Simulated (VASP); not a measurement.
# YTl2OsC6N6 (Fm-3m) in VASP: single point with PBE

Aim: the single point of YTl2OsC6N6 with PBE.

All numbers are computed with VASP 6.6.1; they aren't measurements. Logs are shortened: lines on timing, memory, paths and dates and some standing lists are left out, and cuts for length are marked.

## 1. The cell of the first run

It takes space group Fm-3m (No. 225, cubic). The conventional cell has a = 11.094 Å, b = 11.094 Å, c = 11.094 Å, α = 90.00°, β = 90.00°, γ = 90.00°. Y (site symmetry m-3m) has 6 N at 2.35 Å within 3.1 Å. Within 5.2 Å of Tl (site symmetry -43m) lie 12 N at 3.95 Å and 12 C at 3.99 Å and 4 Y at 4.80 Å and 4 Os at 4.80 Å. Within 2.7 Å of Os (site symmetry m-3m) lie 6 C at 2.02 Å. Within 1.6 Å of C (site symmetry 4mm) lie 1 N at 1.18 Å. Within 1.6 Å of N (site symmetry 4mm) lie 1 C at 1.18 Å.

## 2. Single point, PBE, collinear spin

INCAR reads:

```
SYSTEM = YTl2OsC6N6
PREC = Accurate
ENCUT = 520
EDIFF = 1E-7
ISMEAR = 0
SIGMA = 0.1
LREAL = Auto
LASPH = .True.
NELM = 150
ALGO = Normal
ISIF = 2
LWAVE = .False.
LCHARG = .True.
ISPIN = 2
MAGMOM = 0 0 0 1 0 0 0 0 0 0 0 0 0 0 0 0
LORBIT = 11
LMAXMIX = 4
GGA = PE
LELF = .True.
LVHAR = .True.
NBANDS = 68
```

KPOINTS reads:

```
Automatic mesh
0
Gamma
  4 4 4
  0 0 0
```

POSCAR reads:

```
YTl2OsC6N6
1.0
    0.0000000000      5.5471088545      5.5471088545
    5.5471088545      0.0000000000      5.5471088545
    5.5471088545      5.5471088545      0.0000000000
Y Tl Os C N
1 2 1 6 6
Direct
    0.5000000000      0.5000000000      0.5000000000
    0.2500000000      0.2500000000      0.2500000000
    0.7500000000      0.7500000000      0.7500000000
    0.0000000000      0.0000000000      0.0000000000
    0.8182473633      0.1817526367      0.1817526367
    0.1817526367      0.8182473633      0.1817526367
    0.1817526367      0.1817526367      0.8182473633
    0.1817526367      0.8182473633      0.8182473633
    0.8182473633      0.1817526367      0.8182473633
    0.8182473633      0.8182473633      0.1817526367
    0.7119084850      0.2880915150      0.2880915150
    0.2880915150      0.7119084850      0.2880915150
    0.2880915150      0.2880915150      0.7119084850
    0.2880915150      0.7119084850      0.7119084850
    0.7119084850      0.2880915150      0.7119084850
    0.7119084850      0.7119084850      0.2880915150
```

Potentials or basis: VASP PAW PBE potentials, release 64 (Y_sv, Tl_d, Os, C, N).

Launch:

```sh
$ cat potpaw_PBE.64/Y_sv/POTCAR potpaw_PBE.64/Tl_d/POTCAR potpaw_PBE.64/Os/POTCAR potpaw_PBE.64/C/POTCAR potpaw_PBE.64/N/POTCAR > POTCAR
$ mpirun -np 1 vasp_std > vasp.out
```

OUTCAR:

```text
SYSTEM = YTl2OsC6N6
   PREC = Accurate
   ENCUT = 520
   EDIFF = 1E-7
   ISMEAR = 0
   LREAL = Auto
   LASPH = .True.
   NELM = 150
   ISIF = 2
   ISPIN = 2
   LORBIT = 11
   GGA = PE

 ion  position               nearest neighbor table
   1  0.500  0.500  0.500-  11 2.35  12 2.35  13 2.35  14 2.35  15 2.35  16 2.35
   2  0.250  0.250  0.250-
   3  0.750  0.750  0.750-
   4  0.000  0.000  0.000-   5 2.02   6 2.02   7 2.02   8 2.02   9 2.02  10 2.02
   5  0.818  0.182  0.182-  11 1.18   4 2.02
   6  0.182  0.818  0.182-  12 1.18   4 2.02
   7  0.182  0.182  0.818-  13 1.18   4 2.02
   8  0.182  0.818  0.818-  14 1.18   4 2.02
   9  0.818  0.182  0.818-  15 1.18   4 2.02
  10  0.818  0.818  0.182-  16 1.18   4 2.02
  11  0.712  0.288  0.288-   5 1.18   1 2.35
  12  0.288  0.712  0.288-   6 1.18   1 2.35
  13  0.288  0.288  0.712-   7 1.18   1 2.35
  14  0.288  0.712  0.712-   8 1.18   1 2.35
  15  0.712  0.288  0.712-   9 1.18   1 2.35
  16  0.712  0.712  0.288-  10 1.18   1 2.35

  LATTYP: Found a face centered cubic cell.
 ALAT       =    11.0942177090

  Lattice vectors:

 A1 = (   0.0000000000,   5.5471088545,   5.5471088545)
 A2 = (   5.5471088545,   0.0000000000,   5.5471088545)
 A3 = (   5.5471088545,   5.5471088545,   0.0000000000)

Analysis of symmetry for initial positions (statically):
=====================================================================
 Subroutine PRICEL returns:
 Original cell was already a primitive cell.

 Routine SETGRP: Setting up the symmetry group for a
 face centered cubic supercell.

 Subroutine GETGRP returns: Found 48 space group operations
 (whereof 48 operations were pure point group operations)
 out of a pool of 48 trial point group operations.

The static configuration has the point symmetry O_h .

Analysis of symmetry for dynamics (positions and initial velocities):
=====================================================================
 Subroutine PRICEL returns:
 Original cell was already a primitive cell.

 Routine SETGRP: Setting up the symmetry group for a
 face centered cubic supercell.

 Subroutine GETGRP returns: Found 48 space group operations
 (whereof 48 operations were pure point group operations)
 out of a pool of 48 trial point group operations.

The dynamic configuration has the point symmetry O_h .

Analysis of structural, dynamic, and magnetic symmetry:
=====================================================================
 Subroutine PRICEL returns:
 Original cell was already a primitive cell.

 Routine SETGRP: Setting up the symmetry group for a
 face centered cubic supercell.

 Subroutine GETGRP returns: Found 48 space group operations
 (whereof 48 operations were pure point group operations)
 out of a pool of 48 trial point group operations.

The overall configuration has the point symmetry O_h .

 Subroutine INISYM returns: Found 48 space group operations
 (whereof 48 operations are pure point group operations),
 and found     1 'primitive' translations

----------------------------------------------------------------------------------------

                                     Primitive cell

  volume of cell :     341.3737

  direct lattice vectors                    reciprocal lattice vectors
     0.000000000  5.547108855  5.547108855    -0.090137045  0.090137045  0.090137045
     5.547108855  0.000000000  5.547108855     0.090137045 -0.090137045  0.090137045
     5.547108855  5.547108855  0.000000000     0.090137045  0.090137045 -0.090137045

  length of vectors
     7.844796574  7.844796574  7.844796574     0.156121941  0.156121941  0.156121941

  position of ions in fractional coordinates (direct lattice)
     0.500000000  0.500000000  0.500000000
     0.250000000  0.250000000  0.250000000
[... 71 lines left out ...]
   number of dos      NEDOS =    301   number of ions     NIONS =     16
   total plane-waves  NPLWV = 216000
   dimension x,y,z NGX =    60 NGY =   60 NGZ =   60
   dimension x,y,z NGXF=   120 NGYF=  120 NGZF=  120
   ions per type =               1   2   1   6   6
   NGX,Y,Z   is equivalent  to a cutoff of  12.72, 12.72, 12.72 a.u.
   NGXF,Y,Z  is equivalent  to a cutoff of  25.43, 25.43, 25.43 a.u.
 SYSTEM =  YTl2OsC6N6
   PREC   = accura    normal or accurate (medium, high low for compatibility)
   ISTART =      0    job   : 0-new  1-cont  2-samecut
   ICHARG =      2    charge: 1-file 2-atom 10-const
   ISPIN  =      2    spin polarized calculation?
   LNONCOLLINEAR =      F non collinear calculations
   LSORBIT =      F    spin-orbit coupling
   LASPH  =      T    aspherical Exc in radial PAW
   ENCUT  =  520.0 eV  38.22 Ry    6.18 a.u.  14.59 14.59 14.59*2*pi/ulx,y,z
   NELM   =    150;   NELMIN=  2; NELMDL= -5     # of ELM steps
   EDIFF  = 0.1E-06   stopping-criterion for ELM
   LREAL  =      T    real-space projection
   EDIFFG = 0.1E-05   stopping-criterion for IOM
   NSW    =      0    number of steps for IOM
   IBRION =     -1    ionic relax: 0-MD 1-quasi-New 2-CG
   NFREE  =      0    steps in history (QN), initial steepest desc. (CG)
   ISIF   =      2    stress and relaxation
   ISYM   =      2    0-nonsym 1-usesym 2-fastsym
   POTIM  = 0.5000    time-step for ionic-motion
   TEBEG  =    0.0;   TEEND  =   0.0 temperature during run
   PSTRESS=    0.0 pullay stress
   NELECT =      99.0000    total number of electrons
   NUPDOWN=      -1.0000    fix difference up-down
   EMIN   =  10.00;   EMAX   =-10.00  energy-range for DOS
   EFERMI =   0.00;   METHOD = LEGACY
   ISMEAR =     0;   SIGMA  =   0.10  broadening in eV -4-tet -1-fermi 0-gaus
   EFERMI_NEDOS =   21; number of points for ismear=-14 and -15
   IALGO  =     38    algorithm
   IMIX   =      4    mixing-type and parameters
     AMIX     =   0.40;   BMIX     =  1.00
     AMIX_MAG =   1.60;   BMIX_MAG =  1.00
  volume/ion in A,a.u.               =      21.34       143.98
  Fermi-wavevector in a.u.,A,eV,Ry     =   1.083619  2.047743 15.976366  1.174230
  Thomas-Fermi vector in A             =   2.219689
   LORBIT       =     11    0 simple, 1 ext, 2 COOP (PROOUT), +10 PAW based schemes
   GGA     = PE    functional components
   LHFCALC =     F    Hartree Fock is set to
   AEXX    =    0.0000 exact exchange contribution
   IVDW    =     0    specifies the selected vdW correction
   LEPSILON=     F    determine dielectric tensor
   LRPA    =     F    only Hartree local field effects (RPA)
 spin polarized calculation
 Gauss-broadening in eV      SIGMA  =   0.10
  energy-cutoff  :      520.00
  volume of cell :      341.37
 maximum number of plane-waves:      9257
 NGX is ok and might be reduce to    60
   NGX = 29   NGY = 29   NGZ = 29

 number of electron      98.9999992 magnetization       0.0249674

 Free energy of the ion-electron system (eV)
  ---------------------------------------------------
  ext. energy  EPLUGINS =         0.00000000
  ---------------------------------------------------
  free energy    TOTEN  =      -128.83863353 eV

  energy without entropy =     -128.79375324  energy(sigma->0) =     -128.81619339

 E-fermi :   3.0825     XC(G=0):  -7.8977

 val. band max:        3.0781177866   @ k =  -0.2500   0.5000   0.2500
 cond. band min:       3.0844719091   @ k =  -0.2500   0.5000   0.2500
 fundamental gap:      0.0063541226
 Fermi energy:         3.0824973350

 spin component 1

 k-point     1 :       0.0000    0.0000    0.0000
  band No.  band energies     occupation
      1     -41.0742      1.00000
      2     -21.1646      1.00000
      3     -21.1646      1.00000
      4     -21.1646      1.00000
      5     -16.9358      1.00000
      6     -16.7806      1.00000
[... 501 lines left out ...]
     60       4.8879      0.00000
     61       4.8880      0.00000
 Fermi energy:         3.0824973350

 spin component 2

 k-point     1 :       0.0000    0.0000    0.0000
  band No.  band energies     occupation
      1     -41.0739      1.00000
      2     -21.1641      1.00000
      3     -21.1641      1.00000
      4     -21.1641      1.00000
      5     -16.9356      1.00000
      6     -16.7804      1.00000
[... 501 lines left out ...]
     60       4.8884      0.00000
     61       4.8884      0.00000
 [bands above 61 left out]

------------------------ aborting loop because EDIFF is reached ----------------------------------------

  FORCE on cell =-STRESS in cart. coord.  units (eV):
  Direction    XX          YY          ZZ          XY          YZ          ZX
  --------------------------------------------------------------------------------------
  -------------------------------------------------------------------------------------
  Total        1.1609466      1.1609466      1.1609466      0.0000000      0.0000000      0.0000000
  in kB        5.4486986      5.4486986      5.4486986      0.0000000      0.0000000      0.0000000
  external PRESSURE =       5.4486986 kB  Pullay stress =       0.0000000 kB

 VOLUME and BASIS-vectors are now :
 -----------------------------------------------------------------------------
  energy-cutoff  :      520.00
  volume of cell :      341.37
      direct lattice vectors                 reciprocal lattice vectors
     0.000000000  5.547108855  5.547108855    -0.090137045  0.090137045  0.090137045
     5.547108855  0.000000000  5.547108855     0.090137045 -0.090137045  0.090137045
     5.547108855  5.547108855  0.000000000     0.090137045  0.090137045 -0.090137045

 POSITION                                       TOTAL-FORCE (eV/Angst)
 -----------------------------------------------------------------------------------
      5.54711      5.54711      5.54711        -0.000000      0.000000      0.000000
      2.77355      2.77355      2.77355        -0.000000      0.000000      0.000000
      8.32066      8.32066      8.32066        -0.000000     -0.000000      0.000000
      0.00000      0.00000      0.00000        -0.000000     -0.000000      0.000000
      2.01640      5.54711      5.54711        -0.245499      0.000000      0.000000
      5.54711      2.01640      5.54711        -0.000000     -0.245499      0.000000
[... 8 lines left out ...]
      5.54711      7.89807      5.54711        -0.000000     -0.317607      0.000000
      5.54711      5.54711      7.89807        -0.000000      0.000000     -0.317607
 -----------------------------------------------------------------------------------
    total drift:                               -0.000000     -0.000000      0.000000

  FREE ENERGIE OF THE ION-ELECTRON SYSTEM (eV)
  ---------------------------------------------------
  free  energy   TOTEN  =      -128.8386335341 eV

  energy  without entropy=     -128.7937532441  energy(sigma->0) =     -128.81619339

 total charge

# of ion       s       p       d       f       tot
--------------------------------------------------
    1        2.168   6.465   0.823   0.108   9.564
    2        1.298   0.122   9.658   0.000  11.078
    3        1.298   0.122   9.658   0.000  11.078
    4        0.671   1.079   6.269   0.000   8.019
    5        0.954   1.623   0.000   0.000   2.578
    6        0.954   1.623   0.000   0.000   2.578
[... 8 lines left out ...]
   15        1.302   2.599   0.000   0.000   3.901
   16        1.302   2.599   0.000   0.000   3.901
--------------------------------------------------
tot         18.974  33.120  26.409   0.108  78.612

 magnetization (x)

# of ion       s       p       d       f       tot
--------------------------------------------------
    1        0.000   0.000   0.001   0.000   0.001
    2       -0.000   0.003  -0.000   0.000   0.003
    3       -0.000   0.003  -0.000   0.000   0.003
    4        0.000   0.000   0.000   0.000   0.000
    5        0.000   0.000   0.000   0.000   0.000
    6        0.000   0.000   0.000   0.000   0.000
[... 8 lines left out ...]
   15        0.000   0.000   0.000   0.000   0.000
   16        0.000   0.000   0.000   0.000   0.000
--------------------------------------------------
tot          0.000   0.007   0.000   0.000   0.007
```

Wall time 8.5 min (1 thread of Intel Xeon Platinum 8559C (Emerald Rapids), shared host); peak memory 0.81 GiB.

Results:

| Property | Result |
| --- | --- |
| Free energy | -128.8386 eV |
| Pressure | 0.5 GPa |
| Largest force | 0.318 eV/Å |
| Net moment | 0.02 μB per cell |
| Valence electrons inside the program's atomic spheres | Y 9.56; Tl 11.08; Os 8.02; C 2.58; N 3.90 |

Forces in eV/Å, atoms in the order of the input:
```
Y    0.000  0.000  0.000
Tl   0.000  0.000  0.000
Tl   0.000  0.000  0.000
Os   0.000  0.000  0.000
C   -0.245  0.000  0.000
C    0.000 -0.245  0.000
C    0.000  0.000 -0.245
C    0.245  0.000  0.000
C    0.000  0.245  0.000
C    0.000  0.000  0.245
N    0.318  0.000  0.000
N    0.000  0.318  0.000
N    0.000  0.000  0.318
N   -0.318  0.000  0.000
N    0.000 -0.318  0.000
N    0.000  0.000 -0.318
```

Caveat: spin-orbit coupling is left out, which moves the levels of the heavy elements.
